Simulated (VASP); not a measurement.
A run of VASP 6.6.1:

INCAR

```
PREC = Accurate
ENCUT = 630
EDIFF = 1E-7
ISMEAR = -1
SIGMA = 0.02
LREAL = False
LASPH = True
NELM = 120
ALGO = Normal
ISIF = 3
LWAVE = False
LCHARG = False
GGA = CA
IBRION = 2
NSW = 80
EDIFFG = -0.005
GGA_COMPAT = False
NELMIN = 4
```

The input KPOINTS:

```
regular mesh
0
Gamma
  6 6 4
```

File POSCAR:

```
CdS
1.0
    4.4324862168      0.0000000000      0.0000000000
   -2.2162431084      3.8386456656      0.0000000000
    0.0000000000      0.0000000000      5.8308018859
Cd S
2 2
Direct
    0.3333333333      0.6666666667      0.2500000000
    0.6666666667      0.3333333333      0.7500000000
    0.6666666667      0.3333333333      0.2500000000
    0.3333333333      0.6666666667      0.7500000000
```

Potentials or basis: VASP PAW LDA potentials, release 64 (Cd_sv_GW, S).

Command:

```sh
$ cat potpaw_LDA.64/Cd_sv_GW/POTCAR potpaw_LDA.64/S/POTCAR > POTCAR
$ mpirun -np 1 vasp_std > vasp.out
```

Hardware: 1 thread of Intel(R) Xeon(R) Platinum 8259CL CPU @ 2.50GHz (Skylake/Cascade Lake), on a shared host.

Problem. How long does it take, and how much memory?

Solution. Wall time 8.8 min on 1 thread of Intel(R) Xeon(R) Platinum 8259CL CPU @ 2.50GHz (Skylake/Cascade Lake) (shared host), peak memory 0.26 GiB. Counts: scf iterations 74, k points 21, ion steps 9.
